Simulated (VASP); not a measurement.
# ZnS (P6_3mc) in VASP: a series of runs, part 2 of 2

VASP 6.6.1. The steps go on from the part before.

**4. Single point, r2SCAN**

This run uses another cell than the first one, of 14.81 Å³/atom, 0.734 times its volume.

POSCAR

```
ZnS
1.0
    3.4367901128      0.0000000000      0.0000000000
   -1.7183950564      2.9763475452      0.0000000000
    0.0000000000      0.0000000000      5.7894093071
Zn S
2 2
Direct
    0.3333333333      0.6666666667      0.0045209740
    0.6666666667      0.3333333333      0.5045209740
    0.3333333333      0.6666666667      0.3704790260
    0.6666666667      0.3333333333      0.8704790260
```

INCAR.step1

```
SYSTEM = ZnS
PREC = Accurate
ENCUT = 520
ISMEAR = 0
SIGMA = 0.02
LREAL = .False.
LASPH = .True.
NELM = 60
NBANDS = 26
GGA = PE
ALGO = Normal
EDIFF = 1E-4
LWAVE = .True.
LCHARG = .False.
```

INCAR.step2

```
SYSTEM = ZnS
PREC = Accurate
ENCUT = 520
EDIFF = 1E-6
ISMEAR = 0
SIGMA = 0.02
LREAL = .False.
LASPH = .True.
NELM = 60
ALGO = Normal
ISIF = 2
LWAVE = .False.
LCHARG = .False.
METAGGA = R2SCAN
LMIXTAU = .True.
NBANDS = 26
ISTART = 1
```

KPOINTS

```
Automatic mesh
0
Gamma
  6 6 4
  0 0 0
```

Potentials or basis: VASP PAW PBE potentials, release 64 (Zn, S).

Command:

```console
$ cat potpaw_PBE.64/Zn/POTCAR potpaw_PBE.64/S/POTCAR > POTCAR
$ cp INCAR.step1 INCAR
$ mpirun -np 1 vasp_std > vasp.out
$ cp INCAR.step2 INCAR
$ mpirun -np 1 vasp_std > vasp.out
```

OUTCAR:

```text
SYSTEM = ZnS
   PREC = Accurate
   ENCUT = 520
   EDIFF = 1E-6
   ISMEAR = 0
   LREAL = .False.
   LASPH = .True.
   NELM = 60
   ISIF = 2
   METAGGA = R2SCAN
   ISTART = 1

 ion  position               nearest neighbor table
   1  0.333  0.667  0.005-   3 2.12   4 2.13   4 2.13   4 2.13
   2  0.667  0.333  0.505-   4 2.12   3 2.13   3 2.13   3 2.13
   3  0.333  0.667  0.370-   1 2.12   2 2.13   2 2.13   2 2.13
   4  0.667  0.333  0.870-   2 2.12   1 2.13   1 2.13   1 2.13

  LATTYP: Found a hexagonal cell.
 ALAT       =     3.4367901128
[... 805 lines left out ...]
  --------------------------------------------------------------------------------------
  -------------------------------------------------------------------------------------
  Total       14.9118312     14.9118312     14.9286653      0.0000000      0.0000000      0.0000000
  in kB      403.4322885    403.4322885    403.8877281      0.0000000      0.0000000      0.0000000
  external PRESSURE =     403.5841017 kB  Pullay stress =       0.0000000 kB

 VOLUME and BASIS-vectors are now :
 -----------------------------------------------------------------------------
  energy-cutoff  :      520.00
  volume of cell :       59.22
      direct lattice vectors                 reciprocal lattice vectors
     3.436790113  0.000000000  0.000000000     0.290969180  0.167991134  0.000000000
    -1.718395056  2.976347545  0.000000000     0.000000000  0.335982268  0.000000000
     0.000000000  0.000000000  5.789409307     0.000000000  0.000000000  0.172729193

 POSITION                                       TOTAL-FORCE (eV/Angst)
 -----------------------------------------------------------------------------------
     -0.00000      1.98423      0.02617         0.000000      0.000000     -0.001830
      1.71840      0.99212      2.92088         0.000000     -0.000000     -0.001830
     -0.00000      1.98423      2.14485        -0.000000      0.000000      0.001830
      1.71840      0.99212      5.03956        -0.000000      0.000000      0.001830
 -----------------------------------------------------------------------------------
    total drift:                               -0.000000      0.000000     -0.014651

  FREE ENERGIE OF THE ION-ELECTRON SYSTEM (eV)
  ---------------------------------------------------
  free  energy   TOTEN  =       -35.8395069430 eV

  energy  without entropy=      -35.8395069430  energy(sigma->0) =      -35.83950694
```

OUTCAR.step1:

```text
SYSTEM = ZnS
   PREC = Accurate
   ENCUT = 520
   ISMEAR = 0
   LREAL = .False.
   LASPH = .True.
   NELM = 60
[... 834 lines left out ...]
      1.71840      0.99212      2.92088         0.000000     -0.000000      0.009847
     -0.00000      1.98423      2.14485         0.000000      0.000000     -0.009847
      1.71840      0.99212      5.03956        -0.000000     -0.000000     -0.009847
 -----------------------------------------------------------------------------------
    total drift:                               -0.000000     -0.000000      0.000767

  FREE ENERGIE OF THE ION-ELECTRON SYSTEM (eV)
  ---------------------------------------------------
  free  energy   TOTEN  =       -11.5006837253 eV

  energy  without entropy=      -11.5006837253  energy(sigma->0) =      -11.50068373
```

OSZICAR.step1:

```text
N       E                     dE             d eps       ncg     rms          rms(c)
DAV:   1     0.261429142935E+03    0.26143E+03   -0.17498E+04  1092   0.185E+03
DAV:   2     0.120945313223E+02   -0.24933E+03   -0.23846E+03  1132   0.378E+02
DAV:   3    -0.120000052017E+02   -0.24095E+02   -0.23836E+02  1282   0.118E+02
DAV:   4    -0.125535091813E+02   -0.55350E+00   -0.55247E+00  1328   0.175E+01
DAV:   5    -0.125615017202E+02   -0.79925E-02   -0.79902E-02  1296   0.214E+00    0.171E+01
DAV:   6    -0.115395519095E+02    0.10219E+01   -0.20206E+00  1444   0.468E+01    0.124E+01
DAV:   7    -0.115282136736E+02    0.11338E-01   -0.22522E+00  1148   0.103E+01    0.451E+00
DAV:   8    -0.115094704564E+02    0.18743E-01   -0.57166E-02  1292   0.232E+00    0.153E+00
DAV:   9    -0.115003173863E+02    0.91531E-02   -0.31359E-02  1142   0.100E+00    0.333E-01
DAV:  10    -0.115005851353E+02   -0.26775E-03   -0.23488E-03  1280   0.312E-01    0.285E-01
DAV:  11    -0.115006837253E+02   -0.98590E-04   -0.15822E-04   730   0.782E-02
   1 F= -.11500684E+02 E0= -.11500684E+02  d E =-.307838E-19
```

It took 66 s on 1 thread of Intel Xeon 6975P-C (Granite Rapids), shared host; peak memory 0.2 GiB.

What came out:

* Free energy: -35.8395 eV
* Pressure: 40.4 GPa
* Band gap on the k mesh: 3.17 eV, indirect (least direct gap 4.03 eV)

Levels at points of the mesh, in eV from the valence-band top:
```tsv
k point	band 15	band 16	band 17	band 18	band 19	band 20	band 21	band 22
(0.00, 0.00, 0.00)	-1.39	-0.34	0.00	0.00	4.03	4.31	6.36	6.49
(0.50, 0.00, 0.00)	-5.02	-3.50	-2.91	-1.38	3.64	4.85	5.22	6.83
(0.00, 0.00, 0.50)	-0.74	-0.74	-0.74	-0.74	4.90	4.90	7.02	7.02
(0.50, 0.00, 0.50)	-2.75	-2.75	-2.53	-2.53	3.62	3.62	5.19	5.19
```

Caveat: the PAW data sets were made with another functional, which shifts forces and pressure a little. r2SCAN opens gaps a little over a GGA but as a rule still falls short of measured ones.

**5. Single point, r2SCAN**

This run uses another cell than the first one, of 14.81 Å³/atom, 0.734 times its volume.

POSCAR is that of step 4.

INCAR.step1

```
PREC = Accurate
ENCUT = 520
ISMEAR = 0
SIGMA = 0.02
LREAL = False
LASPH = True
NELM = 80
NBANDS = 26
GGA = PE
ALGO = Normal
EDIFF = 1E-4
LWAVE = True
LCHARG = False
```

INCAR.step2

```
PREC = Accurate
ENCUT = 520
EDIFF = 1E-6
ISMEAR = 0
SIGMA = 0.02
LREAL = False
LASPH = True
NELM = 80
ALGO = Normal
ISIF = 2
LWAVE = False
LCHARG = False
METAGGA = R2SCAN
LMIXTAU = True
NBANDS = 26
ISTART = 1
```

KPOINTS

```
regular mesh
0
Gamma
  6 6 4
```

Command:

```console
$ cat potpaw_PBE.64/Zn/POTCAR potpaw_PBE.64/S/POTCAR > POTCAR
$ cp INCAR.step1 INCAR
$ mpirun -np 1 vasp_std > vasp.out
$ cp INCAR.step2 INCAR
$ mpirun -np 1 vasp_std > vasp.out
```

It took 77 s on 1 thread of Intel Xeon 6975P-C (Granite Rapids), shared host; peak memory 0.2 GiB.

Results (log left out):

```
Free energy            : -35.8395 eV
Pressure               : 40.4 GPa
Band gap on the k mesh : 3.17 eV, indirect (least direct gap 4.03 eV)
```

Levels at points of the mesh, in eV from the valence-band top:
```
           k point  band 16  band 17  band 18  band 19  band 20  band 21
(0.00, 0.00, 0.00)    -0.34     0.00     0.00     4.03     4.31     6.36
(0.50, 0.00, 0.00)    -3.50    -2.91    -1.38     3.64     4.85     5.22
(0.00, 0.00, 0.50)    -0.74    -0.74    -0.74     4.90     4.90     7.02
(0.50, 0.00, 0.50)    -2.75    -2.53    -2.53     3.62     3.62     5.19
```

Caveat: the PAW data sets were made with another functional, which shifts forces and pressure a little.
